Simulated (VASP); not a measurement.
Set up this calculation in VASP 6.6.1, as the native input.

```yaml
Task: single point
Functional: PBE
Potentials_or_basis: VASP PAW PBE potentials, release 64 (Rh_pv)
Cutoff: 500 eV
k_mesh: 6 × 6 × 6
Occupations: gaussian, width 0.1 eV
Spin: no spin polarisation
Dipole_correction: no
Further_INCAR_settings: ALGO = Normal; EDIFF = 1e-06; NBANDS = 30
```

The structure of Rh lies in POSCAR:

```
Rh
1.0
    3.5393752100      0.0000000000      0.0000000000
    0.0000000000      3.5393752100      0.0000000000
    0.0000000000      0.0000000000      3.5393752100
Rh
3
Direct
    0.5000000000      0.0000000000      0.0000000000
    0.0000000000      0.5000000000      0.0000000000
    0.0000000000      0.0000000000      0.5000000000
```

The cell was built from a structure type or drawn by symmetry, and may not be a known phase.

One way to write it, as run:

INCAR

```
  ALGO = Normal
  EDIFF = 1E-6
  ENCUT = 500
  GGA = PE
  GGA_COMPAT = False
  ISIF = 2
  ISMEAR = 0
  LASPH = True
  LCHARG = True
  LELF = True
  LREAL = False
  LVHAR = True
  LWAVE = False
  NBANDS = 30
  NELM = 120
  PREC = Accurate
  SIGMA = 0.1
```

KPOINTS

```
k-points
0
Gamma
  6 6 6
```

Potentials or basis: VASP PAW PBE potentials, release 64 (Rh_pv).

Run with:

```console
$ cat potpaw_PBE.64/Rh_pv/POTCAR > POTCAR
$ mpirun -np 1 vasp_std > vasp.out
```

It gave:

| Quantity | Value |
| --- | --- |
| Pressure | 31.6 GPa |
| Band gap on the k mesh | zero (an odd number of electrons rules out a gap without spin polarisation) |

Caveat: the cell stands under pressure.

It took 35 s on 1 thread of Intel Xeon 8259CL, on a shared host, peak memory 0.16 GiB.
